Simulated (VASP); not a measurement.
Crystal: MnZn.

```
Mn Zn
1.0
     3.07000    0.00000    0.00000
     0.00000    3.07000    0.00000
     0.00000    0.00000    3.07000
Mn Zn
1 1
Direct
  0.00000 0.00000 0.00000
  0.50000 0.50000 0.50000
```

| Item | Value |
| --- | --- |
| Program | VASP 6.6.1 |
| Task | relaxation of volume and atoms at fixed shape |
| Functional | PBEsol |
| Potentials or basis | VASP PAW PBE potentials, release 64 (Mn_pv, Zn) |
| Cutoff | 600 eV |
| k mesh | 6 × 6 × 6 |
| Occupations | gaussian, width 0.05 eV |
| Spin | collinear spin, ferromagnetic start |
| Starting moments | [4.0, 0.0] μB |

At the start: pressure -8.7 GPa; volume 14.47 Å³/atom.

Task: How do energy, volume and symmetry change on relaxing?

Result: Over 4 steps the energy falls by 63.4 meV/atom and the volume is 12.72 Å³/atom (-12.1 %); space group Pm-3m (No. 221, to 0.05 Å); moment 2.80 μB per cell.

The path:
| step | energy change (eV) | largest force (eV/Å) | pressure (GPa) | volume (Å³) |
| --- | --- | --- | --- | --- |
| 1 | 0.0000 | 0.0000 | -8.74 | 28.93 |
| 2 | -0.1248 | 0.0000 | -1.85 | 25.75 |
| 3 | -0.1266 | 0.0000 | 0.42 | 25.36 |
| 4 | -0.1267 | 0.0000 | -0.01 | 25.43 |

Final structure:
```xyz
2
Lattice="2.9408 0.0000 0.0000 0.0000 2.9408 0.0000 0.0000 0.0000 2.9408" Properties=species:S:1:pos:R:3 pbc="T T T"
Mn    0.0000    0.0000    0.0000
Zn    1.4704    1.4704    1.4704
```

Caveat: the PAW data sets were made with another functional, which shifts forces and pressure a little; the volume moved by -12 % from the deposited cell, more than functionals usually miss.
